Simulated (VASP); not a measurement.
Mg3Sb2: single point with r2SCAN

Mg3Sb2:

```xyz
5
Lattice="4.5715 0.0000 0.0000 -2.2858 3.9590 0.0000 0.0000 0.0000 7.2449" Properties=species:S:1:pos:R:3 pbc="T T T"
Mg    0.0000    2.6394    4.5897
Mg    2.2858    1.3197    2.6552
Mg    0.0000    0.0000    0.0000
Sb    0.0000    2.6394    1.6567
Sb    2.2858    1.3197    5.5882
```

| Item | Value |
| --- | --- |
| Program | VASP 6.6.1 |
| Task | single point |
| Functional | r2SCAN |
| Potentials or basis | VASP PAW PBE potentials, release 64 (Mg, Sb) |
| Cutoff | 660 eV |
| k mesh | 6 × 6 × 4 |
| Occupations | fermi-dirac, width 0.02 eV |
| Spin | no spin polarisation |
| Dipole correction | no |
| Further INCAR settings | ALGO = Normal; EDIFF = 1e-06; NBANDS = 16 |

The pressure is -0.1 GPa and the largest force is 0.009 eV/Å. The band gap on the k mesh is 0.56 eV (least direct gap 1.74 eV).

Forces on the atoms (eV/Å):
```
Mg   0.000  0.000  0.001
Mg   0.000  0.000 -0.001
Mg   0.000  0.000  0.000
Sb   0.000  0.000 -0.009
Sb   0.000  0.000  0.009
```

Levels at points of the mesh, in eV from the valence-band top:
```
           k point  band 6  band 7  band 8  band 9  band 10  band 11
(0.00, 0.00, 0.00)   -0.42   -0.42    0.00    1.77     1.78     3.41
(0.50, 0.00, 0.00)   -2.39   -2.20   -0.96    0.79     2.43     2.46
(0.00, 0.00, 0.50)   -0.84   -0.76   -0.76    2.28     2.45     3.06
(0.50, 0.00, 0.50)   -1.73   -1.69   -1.57    0.87     1.68     2.15
```

It took 4.7 min on 1 thread of Intel(R) Xeon(R) 6975P-C (Granite Rapids), with other jobs on the host, peak memory 0.38 GiB.

Caveat: the PAW data sets were made with another functional, which shifts forces and pressure a little; spin-orbit coupling is left out, which moves the levels of the heavy elements. A k mesh can miss the band edges.
